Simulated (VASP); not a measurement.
A run of VASP 6.6.1 is set up as follows.

The input INCAR:

```
ALGO = Normal
EDIFF = 1E-6
ENCUT = 500
GGA_COMPAT = False
ISIF = 2
ISMEAR = -1
LASPH = True
LCHARG = False
LREAL = False
LWAVE = False
NBANDS = 11
NELM = 120
PREC = Accurate
SIGMA = 0.08
```

The input KPOINTS:

```
k-points
0
Gamma
  12 12 12
```

File POSCAR:

```
Si
1.0
    0.0000000000      2.4862552892      2.4862552892
    2.4862552892      0.0000000000      2.4862552892
    2.4862552892      2.4862552892      0.0000000000
Si
2
Direct
   -0.1250000000     -0.1250000000     -0.1250000000
    0.1250000000      0.1250000000      0.1250000000
```

Potentials or basis: VASP PAW LDA potentials, release 64 (Si).

Run with:

```sh
$ cat potpaw_LDA.64/Si/POTCAR > POTCAR
$ mpirun -np 1 vasp_std > vasp.out
```

Task: Estimate the band gap on the k mesh.

Result: Zero (bands 4 and 5 overlap by 0.08 eV).

Task: What does it give for the pressure?

Result: 39.9 GPa.

Caveat: the cell stands under pressure; semilocal functionals underestimate gaps, so a narrow gap can read as zero.
